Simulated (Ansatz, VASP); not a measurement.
# TaN: VASP beside Ansatz

POSCAR

```
TaN
1.0
    2.8780239874      0.0000000000      0.0000000000
   -1.4390119937      2.4924418858      0.0000000000
    0.0000000000      0.0000000000      2.8241467514
Ta N
1 1
Direct
    0.0000000000      0.0000000000      0.5000000000
    0.6666666667      0.3333333333      0.0000000000
```

Contents of INCAR.step1:

```
ALGO = Normal
EDIFF = 1E-5
ENCUT = 520
GGA = PE
ISIF = 2
ISMEAR = -1
LASPH = T
LCHARG = F
LREAL = F
LWAVE = T
NBANDS = 15
NELM = 60
PREC = Accurate
SIGMA = 0.05
```

The input INCAR.step2:

```
ALGO = Normal
EDIFF = 1E-6
ENCUT = 520
GGA = PE
HFSCREEN = 0.2079
ISIF = 2
ISMEAR = -1
ISTART = 1
LASPH = T
LCHARG = F
LHFCALC = T
LREAL = F
LWAVE = F
NBANDS = 15
NELM = 60
PREC = Accurate
PRECFOCK = Normal
SIGMA = 0.05
```

Contents of KPOINTS:

```
k-points
0
Gamma
  6 6 6
```

input

```
crystal:
  lattice:
    - [2.8780239874, 0.0, 0.0]
    - [-1.4390119937, 2.4924418858, 0.0]
    - [0.0, 0.0, 2.8241467514]
  atoms:
    - { symbol: Ta, position: [0.0, 0.0, 0.5] }
    - { symbol: "N", position: [0.6666666667, 0.3333333333, 0.0] }
hamiltonian:
  xc: hse06
  pseudopotentials: { kind: paw }
kpoints:
  mp_grid: { grid: [6, 6, 6] }
scf:
  occupations: { method: fermi_dirac, width: 0.05 }
output:
  forces: true
  stress: true
  eigenvalues: true
```

Alike in both runs: task single point; functional HSE06; k mesh 6 × 6 × 6; occupations fermi-dirac, width 0.05 eV; no spin polarisation.

|  | VASP | Ansatz |
| --- | --- | --- |
| version | VASP 6.6.1 | Ansatz 0.2.0 |
| potentials or method | VASP PAW PBE potentials, release 64 (Ta_pv, N) | Ansatz PAW |
| plane-wave cutoff (eV) | 520 | 420 |
| valence electrons in the cell | 16 | 18 |

VASP gave:

| Item | Value |
| --- | --- |
| gap on the k mesh at the Fermi level (eV) | none |
| pressure (GPa) | 21.2 |
| traceless stress, the component that is largest in VASP (GPa) | 1.87 |

Which values does Ansatz return?

gap on the k mesh at the Fermi level (eV): none; pressure (GPa): 21.8; traceless stress, the component that is largest in VASP (GPa): 1.82.

A gap of «none» marks a metal or a gap that the smearing closes. The functional is the same, so the differences come from potentials, cutoffs and numerics. VASP's potentials hold 16 valence electrons a cell and Ansatz's 18, so a difference there can come from the potentials and not from the codes.

The k mesh is coarse, so the values compare programs but aren't converged. Spin-orbit coupling is off throughout.
